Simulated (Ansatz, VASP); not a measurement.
# Two plane-wave programs on Be2ZnO3

```
Be Zn O
1.0
     3.50518    0.00000    0.00000
     0.00000    3.50518    0.00000
     0.00000    0.00000    4.87262
Be Zn O
2 1 3
Cartesian
  1.7526 0.0000 4.8606
  0.0000 1.7526 4.8606
  1.7526 1.7526 2.3742
  1.7526 0.0000 1.5002
  0.0000 1.7526 1.5002
  0.0000 0.0000 4.2642
```

Alike in both runs: functional PBE; k mesh 3 × 3 × 3; occupations gaussian, width 0.15 eV; no spin polarisation.

Ansatz relaxed the structure, and its values are those at the end. VASP's run is a single point on that final structure, the one shown.

```csv
,VASP,Ansatz
version,VASP 6.6.1,Ansatz 0.2.0
potentials or method,"VASP PAW PBE potentials, release 64 (Be, Zn, O), cutoff 600 eV","scalar-relativistic, plane waves, PAW"
valence electrons in the cell,34,34
```

```tsv
	VASP	Ansatz	Ansatz less VASP
gap on the k mesh at the Fermi level (eV)	none	none	-
pressure (GPa)	-0.2	-0.6	-0.41
rms of the force components (eV/Å)	0.024	0.016	-0.0074
```

A gap of «none» marks a metal or a gap that the smearing closes. The functional is the same, so the differences come from potentials, cutoffs and numerics.

The k mesh is coarse, so the values compare programs but aren't converged.
